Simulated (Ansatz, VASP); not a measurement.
# Na in VASP and in Ansatz

```
Na
1.0
     3.34344    0.00000    0.00000
     0.00000    3.34344    0.00000
     0.00000    0.00000    3.34344
Na
1
Direct
  0.00000 0.00000 0.00000
```

Alike in both runs: task single point; functional RPBE; k mesh 10 × 10 × 10; occupations fermi-dirac, width 0.1 eV; no spin polarisation.

|  | VASP | Ansatz |
| --- | --- | --- |
| version | VASP 6.6.1 | Ansatz 0.2.0 |
| potentials or method | VASP PAW PBE potentials, release 64 (Na_pv), cutoff 520 eV | plane waves (420 eV) with PAW, scalar-relativistic |
| valence electrons in the cell | 7 | 9 |

```tsv
	VASP	Ansatz	Ansatz less VASP
pressure (GPa)	0.9	0.9	0.00
```

VASP's potentials were made for PBE, not for RPBE. VASP's potentials hold 7 valence electrons a cell and Ansatz's 9, so a difference there can come from the potentials and not from the codes.
